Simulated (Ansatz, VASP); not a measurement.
**GaMo in VASP and in Ansatz**

```
CELL_PARAMETERS angstrom
5.00901 0.00000 0.00000
0.00000 5.00901 0.00000
0.00000 0.00000 5.00901
ATOMIC_POSITIONS crystal
Ga 0.84941 0.65059 0.34941
Ga 0.65059 0.34941 0.84941
Ga 0.34941 0.84941 0.65059
Ga 0.15059 0.15059 0.15059
Mo 0.14256 0.35744 0.64256
Mo 0.35744 0.64256 0.14256
Mo 0.64256 0.14256 0.35744
Mo 0.85744 0.85744 0.85744
```

Change from the starting cell: species swapped into the CoSi type (P2_13, No. 198).

Alike in both runs: functional PBE; k mesh 3 × 3 × 3; occupations gaussian, width 0.2 eV; no spin polarisation.

Ansatz relaxed the structure, and its values are those at the end. VASP's run is a single point on that final structure, the one shown.

```csv
,VASP,Ansatz
version,VASP 6.6.1,Ansatz 0.2.0
potentials or method,"VASP PAW PBE potentials, release 64 (Ga_d, Mo_sv), cutoff 520 eV","scalar-relativistic, plane waves, PAW"
valence electrons in the cell,108,108
```

```csv
,VASP,Ansatz,Ansatz less VASP
gap on the k mesh at the Fermi level (eV),none,none,-
pressure (GPa),0.1,-0.4,-0.44
rms of the force components (eV/Å),0.043,0.038,-0.0057
```

A gap of «none» marks a metal or a gap that the smearing closes. With one functional, cell and mesh, what is left measures potentials, basis and numerics.

The k mesh is coarse, so the values compare programs but aren't converged.
